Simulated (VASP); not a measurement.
TlCl:

```xyz
2
Lattice="3.8340 0.0000 0.0000 0.0000 3.8340 0.0000 0.0000 0.0000 3.8340" Properties=species:S:1:pos:R:3 pbc="T T T"
Tl    0.0000    0.0000    0.0000
Cl    1.9170    1.9170    1.9170
```

| Property | Result |
| --- | --- |
| Program | VASP 6.6.1 |
| Task | relaxation of cell and atoms |
| Functional | LDA |
| Potentials or basis | VASP PAW LDA potentials, release 64 (Tl_d, Cl) |
| Cutoff | 500 eV |
| k mesh | 10 × 10 × 10 |
| Occupations | fermi-dirac, width 0.05 eV |
| Spin | no spin polarisation |

At the start: pressure -3.2 GPa; volume 28.18 Å³/atom.

How do energy, volume and symmetry change on relaxing?

Over 5 steps the energy falls by 33.1 meV/atom and the volume is 25.21 Å³/atom (-10.5 %); space group Pm-3m (No. 221, to 0.1 Å) before and after.

The path:
```
step  energy change (eV)  largest force (eV/Å)  pressure (GPa)  volume (Å³)
   1              0.0000                0.0000           -3.19        56.36
   2             -0.0612                0.0000           -1.03        51.91
   3             -0.0661                0.0000           -0.06        50.50
   4             -0.0662                0.0000            0.02        50.39
   5             -0.0662                0.0000            0.00        50.42
```

Final structure:
```
Tl Cl
1.0
     3.69431    0.00000    0.00000
     0.00000    3.69431    0.00000
     0.00000    0.00000    3.69431
Tl Cl
1 1
Direct
  0.00000 0.00000 0.00000
  0.50000 0.50000 0.50000
```
